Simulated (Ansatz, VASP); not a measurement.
# Ag in VASP and in Ansatz

The input INCAR:

```
PREC     = Accurate       # precision mode
ENCUT    = 520            # plane-wave cutoff, eV
EDIFF    = 1E-6           # SCF threshold, eV
ISMEAR   = -1             # smearing method
SIGMA    = 0.08           # smearing width, eV
LREAL    = False          # projectors in reciprocal space
LASPH    = True           # aspherical terms in the spheres
NELM     = 60             # most SCF steps
ALGO     = Normal         # electronic algorithm
ISIF     = 2              # what is computed and relaxed
LWAVE    = False          # write WAVECAR
LCHARG   = False          # write CHGCAR
GGA      = PE             # functional
NBANDS   = 30             # bands
```

Contents of KPOINTS:

```
regular mesh
0
Gamma
  14 14 4
```

The input POSCAR:

```
Ag
1.0
    2.8573369195      0.0000000000      0.0000000000
   -1.4286684598      2.4745263596      0.0000000000
    0.0000000000      0.0000000000     10.0000000000
Ag
4
Direct
    0.3333333333      0.6666666667      0.2500000000
    0.6666666667      0.3333333333      0.7500000000
    0.0000000000      0.0000000000      0.0000000000
    0.0000000000      0.0000000000      0.5000000000
```

Input for Ansatz:

```yaml
crystal:
  lattice:
    - [2.8573369195, 0.0, 0.0]
    - [-1.4286684598, 2.4745263596, 0.0]
    - [0.0, 0.0, 10.0]
  atoms:
    - { symbol: Ag, position: [0.3333333333, 0.6666666667, 0.25] }
    - { symbol: Ag, position: [0.6666666667, 0.3333333333, 0.75] }
    - { symbol: Ag, position: [0.0, 0.0, 0.0] }
    - { symbol: Ag, position: [0.0, 0.0, 0.5] }
kpoints:
  mp_grid: { grid: [14, 14, 4] }
  band_path:
    path:
      - [0.0, 0.0, 0.0]
      - [0.5, 0.0, 0.0]
      - [0.3333333333, 0.3333333333, 0.0]
      - [0.0, 0.0, 0.0]
      - [0.0, 0.0, 0.5]
      - [0.5, 0.0, 0.5]
      - [0.3333333333, 0.3333333333, 0.5]
      - [0.0, 0.0, 0.5]
      - [0.5, 0.0, 0.5]
    npoints: 5
scf:
  occupations: { method: fermi_dirac, width: 0.08 }
hamiltonian:
  xc: pbe
  pseudopotentials: { kind: all_electron, lapw: { basis_error: 0.0005 } }
output:
  forces: true
  stress: true
  eigenvalues: true
```

Change from the starting cell: equal xx and yy strain of -1 %.

Alike in both runs: task single point; functional PBE; k mesh 14 × 14 × 4; occupations fermi-dirac, width 0.08 eV; no spin polarisation.

|  | VASP | Ansatz |
| --- | --- | --- |
| version | VASP 6.6.1 | Ansatz 0.2.0 |
| potentials or method | VASP PAW PBE potentials, release 64 (Ag), cutoff 520 eV | all-electron LAPW, scalar-relativistic |

```csv
,VASP,Ansatz,Ansatz less VASP
pressure (GPa),1.5,1.6,+0.11
"traceless stress, the component that is largest in VASP (GPa)",-4.28,-4.30,-0.019
```

Ansatz ran all-electron here, and VASP with PAW potentials.
